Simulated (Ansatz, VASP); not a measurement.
Given: the input of a run of VASP 6.6.1 on NaLa.

The input INCAR:

```
SYSTEM = NaLa
  PREC = Accurate
  ENCUT = 520
  EDIFF = 1E-7
  ISMEAR = -1
  SIGMA = 0.05
  LREAL = .False.
  LASPH = .True.
  NELM = 60
  ALGO = Fast
  ISIF = 2
  LWAVE = .False.
  LCHARG = .True.
  GGA = PE
  LELF = .True.
  LVHAR = .True.
  NBANDS = 16
```

Contents of KPOINTS:

```
regular mesh
0
Gamma
  9 9 4
  0 0 0
```

The input POSCAR:

```
NaLa
1.0
    3.6062507687      0.0000000000      0.0000000000
   -1.8031253843      3.1231047781      0.0000000000
    0.0000000000      0.0000000000      6.4837820000
La Na
1 1
Direct
    0.3370370000      0.6676150000      0.5045340000
    0.0054740000      0.0030290000      0.0062880000
```

Potentials or basis: VASP PAW PBE potentials, release 64 (La, Na_pv).

Launch:

```sh
$ cat potpaw_PBE.64/La/POTCAR potpaw_PBE.64/Na_pv/POTCAR > POTCAR
$ mpirun -np 1 vasp_std > vasp.out
```

Q: Translate it to Ansatz 0.2.0. Potentials there: Ansatz PAW.

A: As run (the cutoff follows the program's own potentials):

input.yaml

```yaml
crystal:
  lattice:
    - [3.6062507687, 0.0, 0.0]
    - [-1.8031253843, 3.1231047781, 0.0]
    - [0.0, 0.0, 6.483782]
  atoms:
    - { symbol: La, position: [0.337037, 0.667615, 0.504534] }
    - { symbol: Na, position: [0.005474, 0.003029, 0.006288] }
hamiltonian:
  xc: pbe
  pseudopotentials: { kind: paw }
kpoints:
  mp_grid: { grid: [9, 9, 4] }
scf:
  occupations: { method: fermi_dirac, width: 0.05 }
output:
  forces: true
  stress: true
  eigenvalues: true
```

Potentials or basis: Ansatz PAW.

Launch:

```sh
$ ansatz run input.yaml --threads 2 --pin off --max-ram 5120MiB --backend cpu --events-out ev --progress --plain --runs-dir out
```

Both were run:

|  | VASP | Ansatz | Ansatz less VASP |
| --- | --- | --- | --- |
| gap on the k mesh at the Fermi level (eV) | none | none | - |
| pressure (GPa) | -0.1 | -0.1 | -0.01 |
| traceless stress, the component that is largest in VASP (GPa) | 0.10 | 0.13 | +0.029 |
| rms of the force components (eV/Å) | 0.009 | 0.009 | -0.0001 |

Atom by atom the forces differ by 0.000 eV/Å (rms over components). A gap of «none» marks a metal or a gap that the smearing closes. The functional is the same, so the differences come from potentials, cutoffs and numerics. VASP's potentials hold 18 valence electrons a cell and Ansatz's 20, so a difference there can come from the potentials and not from the codes.

Spin-orbit coupling is off throughout.
